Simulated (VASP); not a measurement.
BN:

```
CELL_PARAMETERS angstrom
2.54395 0.00000 0.00000
-1.27197 2.20312 0.00000
0.00000 0.00000 3.98859
ATOMIC_POSITIONS crystal
B 0.66667 0.33333 0.99918
B 0.33333 0.66667 0.49918
N 0.66667 0.33333 0.37582
N 0.33333 0.66667 0.87582
```

This cell differs from its parent crystal: uniaxial z strain -5.2%.

Base run:

| Property | Result |
| --- | --- |
| Program | VASP 6.6.1 |
| Functional | r2SCAN |
| Potentials or basis | VASP PAW PBE potentials, release 64 (B, N) |
| Cutoff | 520 eV |
| k mesh | 12 × 12 × 6 |
| Occupations | gaussian, width 0.01 eV |
| Spin | no spin polarisation |

Its results: band gap on the k mesh 5.97 eV, indirect (least direct gap 8.83 eV); pressure 26.1 GPa; largest force 0.012 eV/Å.

**Question.** The run is repeated on the same cell with these changes: functional from r2SCAN to PBE; occupations from gaussian, width 0.01 eV to fermi-dirac, width 0.02 eV. What comes out?

**Answer.** Band gap on the k mesh 5.42 eV, indirect (least direct gap 8.14 eV); pressure 29.7 GPa; largest force 0.082 eV/Å.

Caveats: the PAW data sets were made with another functional, which shifts forces and pressure a little (some runs).

A k mesh can miss the band edges.
